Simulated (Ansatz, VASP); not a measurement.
## Bi in VASP and in Ansatz

```xyz
1
Lattice="-2.0221 2.0221 1.7415 2.0221 -2.0221 1.7415 2.0221 2.0221 -1.7415" Properties=species:S:1:pos:R:3 pbc="T T T"
Bi    0.0000    0.0000    0.0000
```

Alike in both runs: task single point; functional PBEsol; dispersion D3(BJ); k mesh 18 × 18 × 18; occupations gaussian, width 0.15 eV; no spin polarisation.

```csv
,VASP,Ansatz
version,VASP 6.6.1,Ansatz 0.2.0
potentials or method,"VASP PAW PBE potentials, release 64 (Bi_d), cutoff 520 eV","scalar-relativistic, plane waves, PAW"
valence electrons in the cell,15,15
```

```csv
,VASP,Ansatz,Ansatz less VASP
gap on the k mesh at the Fermi level (eV),none,none,-
pressure (GPa),0.6,0.7,+0.06
"traceless stress, the component that is largest in VASP (GPa)",0.89,0.90,+0.007
```

VASP's potentials were made for PBE, not for PBEsol. A gap of «none» marks a metal or a gap that the smearing closes.

Spin-orbit coupling is off throughout.
